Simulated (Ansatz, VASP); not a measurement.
This is a calculation of CoO for VASP 6.6.1.

INCAR

```
PREC = Accurate
ENCUT = 520
EDIFF = 1E-6
ISMEAR = -1
SIGMA = 0.05
LREAL = F
LASPH = T
NELM = 150
ALGO = Normal
ISIF = 2
LWAVE = F
LCHARG = F
ISPIN = 2
MAGMOM = 1.71 0
LORBIT = 11
LMAXMIX = 4
GGA = PE
NBANDS = 18
```

Contents of KPOINTS:

```
regular mesh
0
Gamma
  11 11 10
```

Contents of POSCAR:

```
CoO
1.0
    2.8284500000      0.0000000000      0.0000000000
   -1.4142300000      2.4495100000      0.0000000000
    0.0000000000      0.0000000000      2.7217200000
Co O
1 1
Direct
    0.0000000000      0.0000000000      0.5000000000
    0.6666700000      0.3333300000      0.0000000000
```

Potentials or basis: VASP PAW PBE potentials, release 64 (Co, O).

The run is started by

```bash
$ cat potpaw_PBE.64/Co/POTCAR potpaw_PBE.64/O/POTCAR > POTCAR
$ mpirun -np 1 vasp_std > vasp.out
```

Q: Set up the same calculation for Ansatz 0.2.0. Potentials there: Ansatz PAW.

A: As run (the cutoff follows the program's own potentials):

Contents of input.yaml:

```yaml
crystal:
  lattice:
    - [2.82845, 0.0, 0.0]
    - [-1.41423, 2.44951, 0.0]
    - [0.0, 0.0, 2.72172]
  atoms:
    - { symbol: Co, position: [0.0, 0.0, 0.5], spin: 1.71 }
    - { symbol: O, position: [0.66667, 0.33333, 0.0] }
hamiltonian:
  xc: pbe
  pseudopotentials: { kind: paw }
magnetization:
  spin_polarized: true
kpoints:
  mp_grid: { grid: [11, 11, 10] }
scf:
  occupations: { method: fermi_dirac, width: 0.05 }
output:
  forces: true
  stress: true
  eigenvalues: true
```

Potentials or basis: Ansatz PAW.

Launch:

```console
$ ansatz run input.yaml --threads 2 --pin off --max-ram 5632MiB --backend cpu --events-out ev --progress --plain --runs-dir out
```

Both were run:

|  | VASP | Ansatz | Ansatz less VASP |
| --- | --- | --- | --- |
| gap on the k mesh at the Fermi level (eV) | none | none | - |
| pressure (GPa) | -0.3 | 0.1 | +0.38 |
| traceless stress, the component that is largest in VASP (GPa) | -0.37 | -0.07 | +0.304 |
| net moment per atom (μB) | 1.50 | 1.50 | 0.000 |
| size of the moment on the site where the two differ most (μB) | 2.55 | 2.50 | -0.044 |

Site moments also hang on the region over which each program counts them. A gap of «none» marks a metal or a gap that the smearing closes. The functional is the same, so the differences come from potentials, cutoffs and numerics. VASP's potentials hold 15 valence electrons a cell and Ansatz's 23, so a difference there can come from the potentials and not from the codes.
